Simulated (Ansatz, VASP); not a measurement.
**Two plane-wave programs on Hf**

```
Hf
1.0
     3.23252    0.00000    0.00000
    -1.61626    2.79944    0.00000
     0.00000    0.00000    5.12523
Hf
2
Direct
  0.33333 0.66667 0.25000
  0.66667 0.33333 0.75000
```

Alike in both runs: functional RPBE; k mesh 13 × 13 × 7; occupations fermi-dirac, width 0.15 eV; no spin polarisation.

Ansatz relaxed the structure, and its values are those at the end. VASP's run is a single point on that final structure, the one shown.

|  | VASP | Ansatz |
| --- | --- | --- |
| version | VASP 6.6.1 | Ansatz 0.2.0 |
| potentials or method | VASP PAW PBE potentials, release 64 (Hf_pv) | plane waves, PAW |
| plane-wave cutoff (eV) | 500 | 420 |
| valence electrons in the cell | 20 | 52 |

```csv
,VASP,Ansatz,Ansatz less VASP
pressure (GPa),-0.5,0.0,+0.48
```

VASP's potentials were made for PBE, not for RPBE. VASP's potentials hold 20 valence electrons a cell and Ansatz's 52, so a difference there can come from the potentials and not from the codes.

Spin-orbit coupling is off throughout.
